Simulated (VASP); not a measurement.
# Si (P6_3/mmc) in VASP: dielectric tensor with r2SCAN

Aim: the dielectric tensor of Si with r2SCAN.

All numbers are computed with VASP 6.6.1; they aren't measurements. Logs are shortened: lines on timing, memory, paths and dates and some standing lists are left out, and cuts for length are marked.

### 1 The cell of the first run

Symmetry: P6_3/mmc, No. 194, hexagonal system. Conventional cell: a = 3.832 Å, b = 3.832 Å, c = 6.341 Å, α = 90.00°, β = 90.00°, γ = 120.00°. Si (site symmetry 3m) has 4 Si at 2.35 to 2.37 Å within 3.1 Å.

This isn't the form of Si at room conditions, which is diamond.

### 2 Dielectric tensor, r2SCAN

File INCAR:

```
ALGO     = Normal         # electronic algorithm
EDIFF    = 1E-8           # SCF threshold, eV
ENCUT    = 520            # plane-wave cutoff, eV
ISIF     = 2              # what is computed and relaxed
ISMEAR   = 0              # smearing method
LASPH    = True           # aspherical terms in the spheres
LCALCEPS = True         
LCHARG   = False          # write CHGCAR
LMIXTAU  = True         
LREAL    = False          # projectors in reciprocal space
LWAVE    = False          # write WAVECAR
METAGGA  = R2SCAN         # meta-GGA
NELM     = 100            # most SCF steps
PREC     = Accurate       # precision mode
SIGMA    = 0.01           # smearing width, eV
```

File KPOINTS:

```
k-points
0
Gamma
  6 6 4
```

File POSCAR:

```
Si
1.0
    3.8321296558      0.0000000000      0.0000000000
   -1.9160648279      3.3187216325      0.0000000000
    0.0000000000      0.0000000000      6.3412164343
Si
4
Direct
    0.3333333333      0.6666666667      0.0005609359
    0.6666666667      0.3333333333      0.5005609359
    0.3333333333      0.6666666667      0.3744390641
    0.6666666667      0.3333333333      0.8744390641
```

Potentials or basis: VASP PAW PBE potentials, release 64 (Si).

Command:

```console
$ cat potpaw_PBE.64/Si/POTCAR > POTCAR
$ mpirun -np 1 vasp_std > vasp.out
```

OUTCAR:

```text
EDIFF = 1E-8
   ENCUT = 520
   ISIF = 2
   ISMEAR = 0
   LASPH = True
   LREAL = False
   METAGGA = R2SCAN
   NELM = 100
   PREC = Accurate

 ion  position               nearest neighbor table
   1  0.333  0.667  0.001-   4 2.35   4 2.35   4 2.35   3 2.37
   2  0.667  0.333  0.501-   3 2.35   3 2.35   3 2.35   4 2.37
   3  0.333  0.667  0.374-   2 2.35   2 2.35   2 2.35   1 2.37
   4  0.667  0.333  0.874-   1 2.35   1 2.35   1 2.35   2 2.37

  LATTYP: Found a hexagonal cell.
 ALAT       =     3.8321296558
 C/A-ratio  =     1.6547499703

  Lattice vectors:

 A1 = (   3.8321296558,   0.0000000000,   0.0000000000)
 A2 = (  -1.9160648279,   3.3187216325,   0.0000000000)
 A3 = (   0.0000000000,   0.0000000000,   6.3412164343)

Analysis of symmetry for initial positions (statically):
=====================================================================
 Subroutine PRICEL returns:
 Original cell was already a primitive cell.

 Routine SETGRP: Setting up the symmetry group for a
 hexagonal supercell.

 Subroutine GETGRP returns: Found 24 space group operations
 (whereof  6 operations were pure point group operations)
 out of a pool of 24 trial point group operations.

The static configuration has the point symmetry C_3v.
 The point group associated with its full space group is D_6h.

Analysis of symmetry for dynamics (positions and initial velocities):
=====================================================================
 Subroutine PRICEL returns:
 Original cell was already a primitive cell.

 Routine SETGRP: Setting up the symmetry group for a
 hexagonal supercell.

 Subroutine GETGRP returns: Found 24 space group operations
 (whereof  6 operations were pure point group operations)
 out of a pool of 24 trial point group operations.

The dynamic configuration has the point symmetry C_3v.
 The point group associated with its full space group is D_6h.

 Subroutine INISYM returns: Found 24 space group operations
 (whereof  6 operations are pure point group operations),
 and found     1 'primitive' translations

----------------------------------------------------------------------------------------

                                     Primitive cell

  volume of cell :      80.6461

  direct lattice vectors                    reciprocal lattice vectors
     3.832129656  0.000000000  0.000000000     0.260951505  0.150660422  0.000000000
    -1.916064828  3.318721632  0.000000000     0.000000000  0.301320843  0.000000000
     0.000000000  0.000000000  6.341216434     0.000000000  0.000000000  0.157698450

  length of vectors
     3.832129656  3.832129656  6.341216434     0.301320843  0.301320843  0.157698450

  position of ions in fractional coordinates (direct lattice)
     0.333333333  0.666666667  0.000560936
     0.666666667  0.333333333  0.500560936
     0.333333333  0.666666667  0.374439064
     0.666666667  0.333333333  0.874439064

  ion indices of the primitive-cell ions
   primitive index   ion index
                 1           1
                 2           2
                 3           3
                 4           4

----------------------------------------------------------------------------------------

 KPOINTS: k-points

Automatic generation of k-mesh.
 Grid dimensions read from file:
 generate k-points for:    6    6    4

 Generating k-lattice:

  Cartesian coordinates                     Fractional coordinates (reciprocal lattice)
     0.043491917  0.025110070  0.000000000     0.166666667 -0.000000000  0.000000000
     0.000000000  0.050220141  0.000000000     0.000000000  0.166666667  0.000000000
     0.000000000  0.000000000  0.039424612     0.000000000  0.000000000  0.250000000

  Length of vectors
     0.050220141  0.050220141  0.039424612

  Shift w.r.t. Gamma in fractional coordinates (k-lattice)
     0.000000000  0.000000000  0.000000000

 Subroutine IBZKPT returns following result:
 ===========================================

 Found     21 irreducible k-points:

 Following reciprocal coordinates:
            Coordinates               Weight
  0.000000  0.000000  0.000000      1.000000
  0.166667 -0.000000  0.000000      6.000000
  0.333333 -0.000000  0.000000      6.000000
  0.500000 -0.000000  0.000000      3.000000
  0.166667  0.166667  0.000000      6.000000
  0.333333  0.166667  0.000000     12.000000
[... 13 lines left out ...]
  0.333333  0.166667  0.500000     12.000000
  0.333333  0.333333  0.500000      2.000000
   k-points           NKPTS =     21   k-points in BZ     NKDIM =     21   number of bands    NBANDS=     12
   number of dos      NEDOS =    301   number of ions     NIONS =      4
   total plane-waves  NPLWV =  43200
   dimension x,y,z NGX =    30 NGY =   30 NGZ =   48
   dimension x,y,z NGXF=    60 NGYF=   60 NGZF=   96
   ions per type =               4
   NGX,Y,Z   is equivalent  to a cutoff of  13.01, 13.01, 12.58 a.u.
   NGXF,Y,Z  is equivalent  to a cutoff of  26.03, 26.03, 25.17 a.u.
 SYSTEM =  unknown system
   PREC   = accura    normal or accurate (medium, high low for compatibility)
   ISTART =      0    job   : 0-new  1-cont  2-samecut
   ICHARG =      2    charge: 1-file 2-atom 10-const
   ISPIN  =      1    spin polarized calculation?
   LNONCOLLINEAR =      F non collinear calculations
   LSORBIT =      F    spin-orbit coupling
   LASPH  =      T    aspherical Exc in radial PAW
   ENCUT  =  520.0 eV  38.22 Ry    6.18 a.u.   7.13  7.13 11.79*2*pi/ulx,y,z
   NELM   =    100;   NELMIN=  2; NELMDL= -5     # of ELM steps
   EDIFF  = 0.1E-07   stopping-criterion for ELM
   LREAL  =      F    real-space projection
   EDIFFG = 0.1E-06   stopping-criterion for IOM
   NSW    =      0    number of steps for IOM
   IBRION =     -1    ionic relax: 0-MD 1-quasi-New 2-CG
   NFREE  =      0    steps in history (QN), initial steepest desc. (CG)
   ISIF   =      2    stress and relaxation
   ISYM   =      2    0-nonsym 1-usesym 2-fastsym
   POTIM  = 0.5000    time-step for ionic-motion
   TEBEG  =    0.0;   TEEND  =   0.0 temperature during run
   PSTRESS=    0.0 pullay stress
   NELECT =      16.0000    total number of electrons
   NUPDOWN=      -1.0000    fix difference up-down
   EMIN   =  10.00;   EMAX   =-10.00  energy-range for DOS
   EFERMI =   0.00;   METHOD = LEGACY
   ISMEAR =     0;   SIGMA  =   0.01  broadening in eV -4-tet -1-fermi 0-gaus
   EFERMI_NEDOS =   21; number of points for ismear=-14 and -15
   IALGO  =     38    algorithm
   IMIX   =      4    mixing-type and parameters
     AMIX     =   0.40;   BMIX     =  1.00
     AMIX_MAG =   1.60;   BMIX_MAG =  1.00
  volume/ion in A,a.u.               =      20.16       136.06
  Fermi-wavevector in a.u.,A,eV,Ry     =   0.954817  1.804343 12.404107  0.911676
  Thomas-Fermi vector in A             =   2.083599
   LORBIT       =      0    0 simple, 1 ext, 2 COOP (PROOUT), +10 PAW based schemes
   METAGGA = R2SCAN    functional components
   LHFCALC =     F    Hartree Fock is set to
   AEXX    =    0.0000 exact exchange contribution
   IVDW    =     0    specifies the selected vdW correction
   LEPSILON=     F    determine dielectric tensor
   LRPA    =     F    only Hartree local field effects (RPA)
   LRPA       =     F
 non-spin polarized calculation
 Gauss-broadening in eV      SIGMA  =   0.01
  energy-cutoff  :      520.00
  volume of cell :       80.65
 maximum number of plane-waves:      2208
 NGX is ok and might be reduce to    30
   NGX = 15   NGY = 15   NGZ = 23

 Total electronic dipole moment: p[elc]=(    -0.00007     0.04445     0.00000 ) |e| Angst

 Total electronic dipole moment: p[elc]=(     0.00000     0.00000     0.00000 ) |e| Angst

 number of electron      16.0000000 magnetization

 Free energy of the ion-electron system (eV)
  ---------------------------------------------------
  ext. energy  EPLUGINS =         0.00000000
  ---------------------------------------------------
  free energy    TOTEN  =       -35.02533430 eV

  energy without entropy =      -35.02533430  energy(sigma->0) =      -35.02533430

 E-fermi :   5.9821     XC(G=0):  -9.8211

 val. band max:        5.9406137995   @ k =   0.0000   0.0000   0.0000
 cond. band min:   10000.0000000000   @ k =   0.0000   0.0000   0.0000
 fundamental gap:   9994.0593862005
 Fermi energy:         5.9820853219

 k-point     1 :       0.0000    0.0000    0.0000
  band No.  band energies     occupation
      1      -6.8199      2.00000
      2      -4.4284      2.00000
      3      -1.5809      2.00000
      4       4.3371      2.00000
      5       4.3371      2.00000
      6       5.5638      2.00000
      7       5.9406      2.00000
      8       5.9406      2.00000
      9   10000.0000      0.00000
     10   10000.0000      0.00000
     11   10000.0000      0.00000
     12   10000.0000      0.00000

 k-point     2 :       0.1667   -0.0000    0.0000
  band No.  band energies     occupation
      1      -6.4817      2.00000
      2      -4.0815      2.00000
      3      -1.4284      2.00000
      4       2.4252      2.00000
      5       3.7644      2.00000
      6       4.0501      2.00000
      7       5.0670      2.00000
      8       5.4124      2.00000
      9   10000.0000      0.00000
     10   10000.0000      0.00000
     11   10000.0000      0.00000
     12   10000.0000      0.00000
[... 301 lines left out ...]
 k-point    23 :      -0.3333    0.3333    0.0000
  band No.  band energies     occupation
      1      -5.5168      2.00000
      2      -3.0824      2.00000
      3      -1.7237      2.00000
      4       0.8354      2.00000
      5       1.3815      2.00000
      6       3.0088      2.00000
      7       3.7951      2.00000
      8       4.6921      2.00000
      9   10000.0000      0.00000
     10   10000.0000      0.00000
     11   10000.0000      0.00000
     12   10000.0000      0.00000

 k-point    24 :      -0.5000    0.5000    0.0000
  band No.  band energies     occupation
      1      -4.5230      2.00000
      2      -2.8626      2.00000
      3      -2.0161      2.00000
      4      -0.2853      2.00000
      5       1.0776      2.00000
      6       2.7215      2.00000
      7       2.8425      2.00000
      8       4.4147      2.00000
      9   10000.0000      0.00000
     10   10000.0000      0.00000
     11   10000.0000      0.00000
     12   10000.0000      0.00000

 [... further k-points ...]

------------------------ aborting loop because EDIFF is reached ----------------------------------------

            Ionic dipole moment: p[ion]=(     0.00000     0.00000    -6.34122 ) |e| Angst

 Total electronic dipole moment: p[elc]=(    -0.00000    -0.00000     0.04968 ) |e| Angst

 MACROSCOPIC STATIC DIELECTRIC TENSOR (including local field effects)
 ------------------------------------------------------
          10.982564     0.000000    -0.000000
          -0.000000    10.982564     0.000000
           0.000000     0.000000    12.147512
 ------------------------------------------------------

 PIEZOELECTRIC TENSOR (including local field effects) (e Angst)
          XX          YY          ZZ          XY          YZ          ZX
  --------------------------------------------------------------------------------
  x     0.00000     0.00000     0.00000     0.00000     0.00000     0.00000
  y     0.00000     0.00000     0.00000     0.00000     0.00000     0.00000
  z     0.00000     0.00000     0.00000     0.00000     0.00000     0.00000

 PIEZOELECTRIC TENSOR (including local field effects) (C/m^2)
          XX          YY          ZZ          XY          YZ          ZX
  --------------------------------------------------------------------------------
  x     0.00000     0.00000     0.00000     0.00000     0.00000     0.00000
  y     0.00000     0.00000     0.00000     0.00000     0.00000     0.00000
  z     0.00000     0.00000     0.00000     0.00000     0.00000     0.00000

 BORN EFFECTIVE CHARGES (including local field effects) (in |e|, cummulative output)
 ---------------------------------------------------------------------------------
 ion    1
    1     0.00000     0.00000     0.00000
    2     0.00000    -0.00000     0.00000
    3     0.00000    -0.00000     0.00000
 ion    2
    1    -0.00000    -0.00000     0.00000
    2     0.00000     0.00000    -0.00000
    3     0.00000     0.00000    -0.00000
 ion    3
    1    -0.00000     0.00000     0.00000
    2     0.00000    -0.00000    -0.00000
    3     0.00000     0.00000    -0.00000
 ion    4
    1    -0.00000     0.00000     0.00000
    2     0.00000     0.00000     0.00000
    3     0.00000    -0.00000     0.00000

  FORCE on cell =-STRESS in cart. coord.  units (eV):
  Direction    XX          YY          ZZ          XY          YZ          ZX
  --------------------------------------------------------------------------------------
  -------------------------------------------------------------------------------------
  Total       -0.0475654     -0.0475654     -0.1668250      0.0000000     -0.0000000      0.0000000
  in kB       -0.9449699     -0.9449699     -3.3142726      0.0000000     -0.0000000      0.0000000
  external PRESSURE =      -1.7347374 kB  Pullay stress =       0.0000000 kB

 VOLUME and BASIS-vectors are now :
 -----------------------------------------------------------------------------
  energy-cutoff  :      520.00
  volume of cell :       80.65
      direct lattice vectors                 reciprocal lattice vectors
     3.832129656  0.000000000  0.000000000     0.260951505  0.150660422  0.000000000
    -1.916064828  3.318721632  0.000000000     0.000000000  0.301320843  0.000000000
     0.000000000  0.000000000  6.341216434     0.000000000  0.000000000  0.157698450

 POSITION                                       TOTAL-FORCE (eV/Angst)
 -----------------------------------------------------------------------------------
     -0.00000      2.21248      0.00356         0.000000     -0.000000     -0.009316
      1.91606      1.10624      3.17417        -0.000000      0.000000     -0.009316
     -0.00000      2.21248      2.37440         0.000000     -0.000000      0.009316
      1.91606      1.10624      5.54501        -0.000000      0.000000      0.009316
 -----------------------------------------------------------------------------------
    total drift:                               -0.000000      0.000000     -0.000000

  FREE ENERGIE OF THE ION-ELECTRON SYSTEM (eV)
  ---------------------------------------------------
  free  energy   TOTEN  =       -35.0253342977 eV

  energy  without entropy=      -35.0253342977  energy(sigma->0) =      -35.02533430
```

Run time: 19 min. Hardware: 1 thread of Intel Xeon 6975P-C (Granite Rapids), shared host; peak memory 0.38 GiB.

Results:

- Band gap on the k mesh: 0.62 eV (least direct gap 1.38 eV)
- Electronic dielectric tensor (diagonal): 10.98, 10.98, 12.15
- Born charges (mean of the diagonal): Si +0.00 e

Levels at points of the mesh, in eV from the valence-band top:
| k point | band 5 | band 6 | band 7 | band 8 | band 9 | band 10 | band 11 | band 12 |
| --- | --- | --- | --- | --- | --- | --- | --- | --- |
| (0.00, 0.00, 0.00) | -1.60 | -0.38 | 0.00 | 0.00 | 1.38 | 2.17 | 2.17 | 2.55 |
| (0.50, 0.00, 0.00) | -4.86 | -3.22 | -3.10 | -1.53 | 0.62 | 2.65 | 3.23 | 3.35 |
| (0.00, 0.00, 0.50) | -0.98 | -0.98 | -0.98 | -0.98 | 2.15 | 2.15 | 3.21 | 3.21 |
| (0.50, 0.00, 0.50) | -2.58 | -2.58 | -2.55 | -2.55 | 1.15 | 1.15 | 1.90 | 1.90 |

Electronic dielectric tensor:
```
10.98  0.00  0.00
 0.00 10.98  0.00
 0.00  0.00 12.15
```

Born effective charge tensors (e):
atom 1, Si
```
0.00 0.00 0.00
0.00 0.00 0.00
0.00 0.00 0.00
```
atom 2, Si
```
0.00 0.00 0.00
0.00 0.00 0.00
0.00 0.00 0.00
```
atom 3, Si
```
0.00 0.00 0.00
0.00 0.00 0.00
0.00 0.00 0.00
```
atom 4, Si
```
0.00 0.00 0.00
0.00 0.00 0.00
0.00 0.00 0.00
```

Dipole moments of the cell (e·Å, modulo the quantum): ionic 0.000, 0.000, -6.341; electronic 0.000, 0.000, 0.050

Caveat: the gap is small at this level, which inflates the dielectric constant; the PAW data sets were made with another functional, which shifts forces and pressure a little. A k mesh can miss the band edges.
